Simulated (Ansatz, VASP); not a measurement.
Two plane-wave programs on Sn3Ru

```
CELL_PARAMETERS angstrom
3.38001 1.95145 4.47875
-3.38001 1.95145 4.47875
0.00000 -3.90290 4.47875
ATOMIC_POSITIONS crystal
Sn 0.74996 0.25021 0.74996
Sn 0.74996 0.74996 0.25021
Sn 0.25021 0.74996 0.74996
Sn 0.25004 0.74979 0.25004
Sn 0.74979 0.25004 0.25004
Sn 0.25004 0.25004 0.74979
Ru 0.25003 0.25003 0.25003
Ru 0.74997 0.74997 0.74997
```

Alike in both runs: functional PBE; k mesh 3 × 3 × 3; occupations gaussian, width 0.1 eV; no spin polarisation.

Ansatz relaxed the structure, and its values are those at the end. VASP's run is a single point on that final structure, the one shown.

```csv
,VASP,Ansatz
version,VASP 6.6.1,Ansatz 0.2.0
potentials or method,"VASP PAW PBE potentials, release 64 (Sn_d, Ru_pv), cutoff 520 eV","scalar-relativistic, plane waves, PAW"
valence electrons in the cell,112,116
```

Ansatz gave:

```
gap on the k mesh at the Fermi level (eV) : none
pressure (GPa)                            : 0.1
```

What did VASP give for the same quantities?

gap on the k mesh at the Fermi level (eV): none; pressure (GPa): 0.0.

A gap of «none» marks a metal or a gap that the smearing closes. VASP's potentials hold 112 valence electrons a cell and Ansatz's 116, so a difference there can come from the potentials and not from the codes.

The k mesh is coarse, so the values compare programs but aren't converged.
